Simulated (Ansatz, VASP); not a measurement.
# One calculation of Ba, two programs

Contents of INCAR:

```
SYSTEM = Ba
PREC = Accurate
ENCUT = 600
EDIFF = 1E-6
ISMEAR = -1
SIGMA = 0.1
LREAL = .FALSE.
LASPH = .TRUE.
NELM = 80
ALGO = Normal
ISIF = 3
LWAVE = .FALSE.
LCHARG = .FALSE.
GGA = RE
IBRION = 2
NSW = 80
EDIFFG = -0.01
```

KPOINTS

```
regular mesh
0
G
  9 9 9
  0 0 0
```

Contents of POSCAR:

```
Ba
1.0
   -2.5000000000      2.5000000000      2.5000000000
    2.5000000000     -2.5000000000      2.5000000000
    2.5000000000      2.5000000000     -2.5000000000
Ba
1
Direct
    0.0000000000      0.0000000000      0.0000000000
```

Input for Ansatz:

```yaml
crystal:
  lattice:
    - [-2.5, 2.5, 2.5]
    - [2.5, -2.5, 2.5]
    - [2.5, 2.5, -2.5]
  atoms:
    - { symbol: Ba, position: [0.0, 0.0, 0.0] }
hamiltonian:
  xc: revpbe
  pseudopotentials:
    kind: paw
    azcp:
      Ba: "pseudopotentials/Ba.paw.azcp"
basis:
  ecutwfc: 420
  fft_grid_basis: typed
kpoints:
  mp_grid: { grid: [9, 9, 9], shift: [0, 0, 0] }
magnetization:
  spin_polarized: false
scf:
  occupations: { method: fermi_dirac, width: 0.1 }
relax:
  max_steps: 60
  f_tol: 0.01
  cell: {}
```

Alike in both runs: task relaxation of cell and atoms; functional revPBE; k mesh 9 × 9 × 9; occupations fermi-dirac, width 0.1 eV; no spin polarisation.

|  | VASP | Ansatz |
| --- | --- | --- |
| version | VASP 6.6.1 | Ansatz 0.2.0 |
| potentials or method | VASP PAW PBE potentials, release 64 (Ba_sv), cutoff 600 eV | plane waves (420 eV) with PAW, scalar-relativistic |
| valence electrons in the cell | 10 | 10 |

```csv
,VASP,Ansatz,Ansatz less VASP
relaxed volume (Å³/atom),67.67,67.11,-0.562
relaxed length of the cell vector where the two differ most in proportion (Å),4.446,4.434,-0.0123
```

VASP's potentials were made for PBE, not for revPBE.

Spin-orbit coupling is off throughout.
